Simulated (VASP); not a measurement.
# K3Pd (P4mm) in VASP: single point with PBEsol

Aim: the single point of K3Pd with PBEsol.

All numbers are computed with VASP 6.6.1; they aren't measurements. Logs are shortened: lines on timing, memory, paths and dates and some standing lists are left out, and cuts for length are marked.

## (1) The cell of the first run

The structure is tetragonal, space group P4mm (No. 99). Conventional cell: a = 5.282 Å, b = 5.282 Å, c = 5.609 Å, α = 90.00°, β = 90.00°, γ = 90.00°. Within 4.9 Å of K (site symmetry 2mm) lie 8 K at 3.74 to 3.93 Å and 4 Pd at 3.80 to 3.91 Å. Within 4.9 Å of K (site symmetry 4mm) lie 4 Pd at 3.74 Å and 8 K at 3.78 to 3.93 Å. Within 4.9 Å of Pd (site symmetry 4mm) lie 12 K at 3.74 to 3.91 Å.

## (2) Single point, PBEsol (strained and its atoms moved)

INCAR

```
PREC = Accurate ; ENCUT = 520
EDIFF = 1E-7 ; ISMEAR = 0
SIGMA = 0.1 ; LREAL = False
LASPH = True ; NELM = 100
ALGO = Fast ; ISIF = 2
LWAVE = False ; LCHARG = False
GGA = PS ; NBANDS = 26
```

KPOINTS

```
Automatic mesh
0
Gamma
  8 8 8
```

POSCAR

```
K3Pd
1.0
    5.6090167916      0.0000000000      0.0000000000
    0.0000000000      5.2823160116      0.0000000000
    0.0000000000      0.0000000000      5.2823160116
K Pd
3 1
Direct
    0.4987368463      0.5000000000      0.0000000000
    0.4987368463      0.0000000000      0.5000000000
    0.0167440114      0.5000000000      0.5000000000
   -0.0142177040      0.0000000000      0.0000000000
```

Potentials or basis: VASP PAW PBE potentials, release 64 (K_sv, Pd).

Run with:

```console
cat potpaw_PBE.64/K_sv/POTCAR potpaw_PBE.64/Pd/POTCAR > POTCAR
mpirun -np 1 vasp_std > vasp.out
```

OUTCAR:

```text
PREC = Accurate
   ENCUT = 520
   EDIFF = 1E-7
   ISMEAR = 0
   LREAL = False
   LASPH = True
   NELM = 100
   ISIF = 2
   GGA = PS

 ion  position               nearest neighbor table
   1  0.499  0.500  0.000-   2 3.74   2 3.74   2 3.74   2 3.74   3 3.78   3 3.78
   2  0.499  0.000  0.500-   1 3.74   1 3.74   1 3.74   1 3.74   3 3.78   3 3.78
   3  0.017  0.500  0.500-   1 3.78   2 3.78   1 3.78   2 3.78
   4  0.986  0.000  0.000-

  LATTYP: Found a simple tetragonal cell.
 ALAT       =     5.2823160116
 C/A-ratio  =     1.0618480188

  Lattice vectors:

 A1 = (   0.0000000000,   5.2823160116,   0.0000000000)
 A2 = (   0.0000000000,   0.0000000000,   5.2823160116)
 A3 = (   5.6090167916,   0.0000000000,   0.0000000000)

Analysis of symmetry for initial positions (statically):
=====================================================================
 Subroutine PRICEL returns:
 Original cell was already a primitive cell.

 Routine SETGRP: Setting up the symmetry group for a
 simple tetragonal supercell.

 Subroutine GETGRP returns: Found  8 space group operations
 (whereof  8 operations were pure point group operations)
 out of a pool of 16 trial point group operations.

The static configuration has the point symmetry C_4v.

Analysis of symmetry for dynamics (positions and initial velocities):
=====================================================================
 Subroutine PRICEL returns:
 Original cell was already a primitive cell.

 Routine SETGRP: Setting up the symmetry group for a
 simple tetragonal supercell.

 Subroutine GETGRP returns: Found  8 space group operations
 (whereof  8 operations were pure point group operations)
 out of a pool of 16 trial point group operations.

The dynamic configuration has the point symmetry C_4v.

 Subroutine INISYM returns: Found  8 space group operations
 (whereof  8 operations are pure point group operations),
 and found     1 'primitive' translations

----------------------------------------------------------------------------------------

                                     Primitive cell

  volume of cell :     156.5076

  direct lattice vectors                    reciprocal lattice vectors
     5.609016792  0.000000000  0.000000000     0.178284366  0.000000000  0.000000000
     0.000000000  5.282316012  0.000000000     0.000000000  0.189310900  0.000000000
     0.000000000  0.000000000  5.282316012     0.000000000  0.000000000  0.189310900

  length of vectors
     5.609016792  5.282316012  5.282316012     0.178284366  0.189310900  0.189310900

  position of ions in fractional coordinates (direct lattice)
     0.498736846  0.500000000  0.000000000
     0.498736846  0.000000000  0.500000000
     0.016744011  0.500000000  0.500000000
     0.985782296  0.000000000  0.000000000

  ion indices of the primitive-cell ions
   primitive index   ion index
                 1           1
                 2           2
                 3           3
                 4           4

----------------------------------------------------------------------------------------

 KPOINTS: Automatic mesh

Automatic generation of k-mesh.
 Grid dimensions read from file:
 generate k-points for:    8    8    8

 Generating k-lattice:

  Cartesian coordinates                     Fractional coordinates (reciprocal lattice)
     0.022285546  0.000000000  0.000000000     0.125000000  0.000000000  0.000000000
     0.000000000  0.023663863  0.000000000     0.000000000  0.125000000  0.000000000
     0.000000000  0.000000000  0.023663863     0.000000000  0.000000000  0.125000000

  Length of vectors
     0.022285546  0.023663863  0.023663863

  Shift w.r.t. Gamma in fractional coordinates (k-lattice)
     0.000000000  0.000000000  0.000000000

 Subroutine IBZKPT returns following result:
 ===========================================

 Found     75 irreducible k-points:

 Following reciprocal coordinates:
            Coordinates               Weight
  0.000000  0.000000  0.000000      1.000000
  0.125000  0.000000  0.000000      2.000000
  0.250000  0.000000  0.000000      2.000000
  0.375000  0.000000  0.000000      2.000000
  0.500000  0.000000  0.000000      1.000000
  0.000000  0.125000  0.000000      4.000000
[... 16 lines left out ...]
  0.250000  0.500000  0.000000      4.000000
  0.375000  0.500000  0.000000      4.000000
 [... further k-points ...]
   k-points           NKPTS =     75   k-points in BZ     NKDIM =     75   number of bands    NBANDS=     26
   number of dos      NEDOS =    301   number of ions     NIONS =      4
   total plane-waves  NPLWV =  67200
   dimension x,y,z NGX =    42 NGY =   40 NGZ =   40
   dimension x,y,z NGXF=    84 NGYF=   80 NGZF=   80
   ions per type =               3   1
   NGX,Y,Z   is equivalent  to a cutoff of  12.45, 12.59, 12.59 a.u.
   NGXF,Y,Z  is equivalent  to a cutoff of  24.90, 25.18, 25.18 a.u.
 SYSTEM =  unknown system
   PREC   = accura    normal or accurate (medium, high low for compatibility)
   ISTART =      0    job   : 0-new  1-cont  2-samecut
   ICHARG =      2    charge: 1-file 2-atom 10-const
   ISPIN  =      1    spin polarized calculation?
   LNONCOLLINEAR =      F non collinear calculations
   LSORBIT =      F    spin-orbit coupling
   LASPH  =      T    aspherical Exc in radial PAW
   ENCUT  =  520.0 eV  38.22 Ry    6.18 a.u.  10.43  9.82  9.82*2*pi/ulx,y,z
   NELM   =    100;   NELMIN=  2; NELMDL= -5     # of ELM steps
   EDIFF  = 0.1E-06   stopping-criterion for ELM
   LREAL  =      F    real-space projection
   EDIFFG = 0.1E-05   stopping-criterion for IOM
   NSW    =      0    number of steps for IOM
   IBRION =     -1    ionic relax: 0-MD 1-quasi-New 2-CG
   NFREE  =      0    steps in history (QN), initial steepest desc. (CG)
   ISIF   =      2    stress and relaxation
   ISYM   =      2    0-nonsym 1-usesym 2-fastsym
   POTIM  = 0.5000    time-step for ionic-motion
   TEBEG  =    0.0;   TEEND  =   0.0 temperature during run
   PSTRESS=    0.0 pullay stress
   NELECT =      37.0000    total number of electrons
   NUPDOWN=      -1.0000    fix difference up-down
   EMIN   =  10.00;   EMAX   =-10.00  energy-range for DOS
   EFERMI =   0.00;   METHOD = LEGACY
   ISMEAR =     0;   SIGMA  =   0.10  broadening in eV -4-tet -1-fermi 0-gaus
   EFERMI_NEDOS =   21; number of points for ismear=-14 and -15
   IALGO  =     68    algorithm
   IMIX   =      4    mixing-type and parameters
     AMIX     =   0.40;   BMIX     =  1.00
     AMIX_MAG =   1.60;   BMIX_MAG =  1.00
  volume/ion in A,a.u.               =      39.13       264.04
  Fermi-wavevector in a.u.,A,eV,Ry     =   1.012271  1.912915 13.941796  1.024693
  Thomas-Fermi vector in A             =   2.145371
   LORBIT       =      0    0 simple, 1 ext, 2 COOP (PROOUT), +10 PAW based schemes
   GGA     = PS    functional components
   LHFCALC =     F    Hartree Fock is set to
   AEXX    =    0.0000 exact exchange contribution
   IVDW    =     0    specifies the selected vdW correction
   LEPSILON=     F    determine dielectric tensor
   LRPA    =     F    only Hartree local field effects (RPA)
 non-spin polarized calculation
 RMM-DIIS sequential band-by-band and
 Gauss-broadening in eV      SIGMA  =   0.10
  energy-cutoff  :      520.00
  volume of cell :      156.51
 maximum number of plane-waves:      4244
 NGX is ok and might be reduce to    42
   NGX = 21   NGY = 19   NGZ = 19

 number of electron      36.9999992 magnetization

 Free energy of the ion-electron system (eV)
  ---------------------------------------------------
  ext. energy  EPLUGINS =         0.00000000
  ---------------------------------------------------
  free energy    TOTEN  =        -8.16892860 eV

  energy without entropy =       -8.15672511  energy(sigma->0) =       -8.16282686

 E-fermi :   1.2715     XC(G=0):  -7.5996

 val. band max:        1.2474477003   @ k =   0.3750   0.3750   0.0000
 cond. band min:       1.2862493256   @ k =   0.2500   0.1250   0.1250
 fundamental gap:      0.0388016253
 Fermi energy:         1.2715393694

 k-point     1 :       0.0000    0.0000    0.0000
  band No.  band energies     occupation
      1     -30.3741      2.00000
      2     -30.3211      2.00000
      3     -30.1231      2.00000
      4     -14.1163      2.00000
      5     -14.1163      2.00000
      6     -14.0148      2.00000
[... 18 lines left out ...]
     25       4.6206      0.00000
     26       4.6296      0.00000

 k-point     2 :       0.1250    0.0000    0.0000
  band No.  band energies     occupation
      1     -30.3737      2.00000
      2     -30.3211      2.00000
      3     -30.1235      2.00000
      4     -14.1137      2.00000
      5     -14.1137      2.00000
      6     -14.0046      2.00000
[... 18 lines left out ...]
     25       4.6912      0.00000
     26       4.7390      0.00000

 k-point     3 :       0.2500    0.0000    0.0000
  band No.  band energies     occupation
      1     -30.3728      2.00000
      2     -30.3211      2.00000
      3     -30.1243      2.00000
      4     -14.1071      2.00000
      5     -14.1071      2.00000
      6     -13.9755      2.00000
[... 18 lines left out ...]
     25       4.9201      0.00000
     26       4.9894      0.00000

 k-point     4 :       0.3750    0.0000    0.0000
  band No.  band energies     occupation
      1     -30.3719      2.00000
      2     -30.3211      2.00000
      3     -30.1252      2.00000
      4     -14.1004      2.00000
      5     -14.1004      2.00000
      6     -13.9334      2.00000
[... 18 lines left out ...]
     25       5.0620      0.00000
     26       5.0713      0.00000

 k-point     5 :       0.5000    0.0000    0.0000
  band No.  band energies     occupation
      1     -30.3716      2.00000
      2     -30.3211      2.00000
      3     -30.1256      2.00000
      4     -14.0976      2.00000
      5     -14.0976      2.00000
      6     -13.9042      2.00000
[... 18 lines left out ...]
     25       5.1161      0.00000
     26       5.1953      0.00000

 k-point     6 :       0.0000    0.1250    0.0000
  band No.  band energies     occupation
      1     -30.3720      2.00000
      2     -30.3230      2.00000
      3     -30.1232      2.00000
      4     -14.1079      2.00000
      5     -14.1077      2.00000
      6     -14.0073      2.00000
[... 427 lines left out ...]
 k-point    21 :       0.0000    0.5000    0.0000
  band No.  band energies     occupation
      1     -30.3476      2.00000
      2     -30.3461      2.00000
      3     -30.1240      2.00000
      4     -14.0399      2.00000
      5     -14.0340      2.00000
      6     -13.9437      2.00000
[... 18 lines left out ...]
     25       4.8561      0.00000
     26       5.1333      0.00000

 k-point    22 :       0.1250    0.5000    0.0000
  band No.  band energies     occupation
      1     -30.3474      2.00000
      2     -30.3461      2.00000
      3     -30.1242      2.00000
      4     -14.0484      2.00000
      5     -14.0368      2.00000
      6     -13.9271      2.00000
[... 18 lines left out ...]
     25       4.9583      0.00000
     26       5.2151      0.00000

 k-point    23 :       0.2500    0.5000    0.0000
  band No.  band energies     occupation
      1     -30.3469      2.00000
      2     -30.3461      2.00000
      3     -30.1247      2.00000
      4     -14.0730      2.00000
      5     -14.0291      2.00000
      6     -13.9000      2.00000
[... 18 lines left out ...]
     25       4.9743      0.00000
     26       5.4198      0.00000

 k-point    24 :       0.3750    0.5000    0.0000
  band No.  band energies     occupation
      1     -30.3464      2.00000
      2     -30.3460      2.00000
      3     -30.1252      2.00000
      4     -14.0914      2.00000
      5     -14.0210      2.00000
      6     -13.9156      2.00000
[... 18 lines left out ...]
     25       4.8971      0.00000
     26       5.6306      0.00000

 [... further k-points ...]
[... 5 lines left out ...]
  --------------------------------------------------------------------------------------
  -------------------------------------------------------------------------------------
  Total       -0.9216289     -0.2534468     -0.2534468      0.0000000      0.0000000      0.0000000
  in kB       -9.4347664     -2.5945489     -2.5945489      0.0000000      0.0000000      0.0000000
  external PRESSURE =      -4.8746214 kB  Pullay stress =       0.0000000 kB

 VOLUME and BASIS-vectors are now :
 -----------------------------------------------------------------------------
  energy-cutoff  :      520.00
  volume of cell :      156.51
      direct lattice vectors                 reciprocal lattice vectors
     5.609016792  0.000000000  0.000000000     0.178284366  0.000000000  0.000000000
     0.000000000  5.282316012  0.000000000     0.000000000  0.189310900  0.000000000
     0.000000000  0.000000000  5.282316012     0.000000000  0.000000000  0.189310900

 POSITION                                       TOTAL-FORCE (eV/Angst)
 -----------------------------------------------------------------------------------
      2.79742      2.64116      0.00000         0.085583      0.000000     -0.000000
      2.79742      0.00000      2.64116         0.085583      0.000000     -0.000000
      0.09392      2.64116      2.64116        -0.199925      0.000000     -0.000000
      5.52927      0.00000      0.00000         0.028759      0.000000      0.000000
 -----------------------------------------------------------------------------------
    total drift:                               -0.000095      0.000000     -0.000001

  FREE ENERGIE OF THE ION-ELECTRON SYSTEM (eV)
  ---------------------------------------------------
  free  energy   TOTEN  =        -8.1689286008 eV

  energy  without entropy=       -8.1567251125  energy(sigma->0) =       -8.16282686
```

Run time: 4.8 min. Hardware: 1 thread of Intel Xeon 6975P-C (Granite Rapids), shared host; peak memory 0.42 GiB.

What came out:

| Item | Value |
| --- | --- |
| Free energy | -8.1689 eV |
| Pressure | -0.5 GPa |
| Largest force | 0.200 eV/Å |

Forces on the atoms (eV/Å):
```
K    0.086  0.000  0.000
K    0.086  0.000  0.000
K   -0.200  0.000  0.000
Pd   0.029  0.000  0.000
```

Stress tensor (GPa, compression positive):
```
-0.94  0.00  0.00
 0.00 -0.26  0.00
 0.00  0.00 -0.26
```

Caveat: the cell differs from its parent crystal (strained and its atoms moved); the PAW data sets were made with another functional, which shifts forces and pressure a little.
